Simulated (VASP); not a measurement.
Set up this calculation in VASP 6.6.1, as the native input.

```yaml
Task: single point
Functional: PBE
Potentials_or_basis: VASP PAW PBE potentials, release 64 (Zr_sv, Si, Ge_d, Pd)
Cutoff: 520 eV
k_mesh: 8 × 8 × 2
Occupations: gaussian, width 0.1 eV
Spin: no spin polarisation
Dipole_correction: no
Further_INCAR_settings: LREAL = Auto; ALGO = Normal; EDIFF = 1e-06; NBANDS = 78
```

The structure of Zr2Si4GePd lies in POSCAR:

```
Zr2Si4GePd
1.0
    3.6544485448      0.0000000000      0.0000000000
    0.0000000000      3.8756232024      0.0000000000
    0.0000000000      0.0000000000     19.5432078787
Zr Si Ge Pd
4 8 2 2
Direct
    0.5000000000      1.0000000000      0.1590307877
    0.0000000000      0.5000000000      0.8409692123
    1.0000000000      0.0000000000      0.6870390033
    0.5000000000      0.5000000000      0.3129609967
    0.0000000000      0.0000000000      0.0038799332
    0.5000000000      0.5000000000      0.9961200668
    0.0000000000      0.5000000000      0.2011291652
    0.5000000000      0.0000000000      0.7988708348
    0.5000000000      0.0000000000      0.5211352036
    1.0000000000      0.5000000000      0.4788647964
    1.0000000000      1.0000000000      0.2680216742
    0.5000000000      0.5000000000      0.7319783258
    1.0000000000      1.0000000000      0.3929617654
    0.5000000000      0.5000000000      0.6070382346
    0.5000000000      0.0000000000      0.9204839130
    0.0000000000      0.5000000000      0.0795160870
```

These files were run (other wordings do the same):

INCAR

```
SYSTEM = Zr2Si4GePd
PREC = Accurate
ENCUT = 520
EDIFF = 1E-6
ISMEAR = 0
SIGMA = 0.1
LREAL = Auto
LASPH = .True.
NELM = 100
ALGO = Normal
ISIF = 2
LWAVE = .False.
LCHARG = .False.
GGA = PE
NBANDS = 78
```

KPOINTS

```
Automatic mesh
0
Gamma
  8 8 2
  0 0 0
```

Potentials or basis: VASP PAW PBE potentials, release 64 (Zr_sv, Si, Ge_d, Pd).

Run with:

```sh
$ cat potpaw_PBE.64/Zr_sv/POTCAR potpaw_PBE.64/Si/POTCAR potpaw_PBE.64/Ge_d/POTCAR potpaw_PBE.64/Pd/POTCAR > POTCAR
$ mpirun -np 1 vasp_std > vasp.out
```

It gave:

* Pressure: 0.0 GPa
* Largest force: 0.015 eV/Å
* Band gap on the k mesh: zero (bands 64 and 65 overlap by 0.66 eV)

Run time: 22 min on 1 thread of AMD EPYC 9R45 96-Core Processor (Zen 5), with other jobs on the host, peak memory 0.75 GiB.
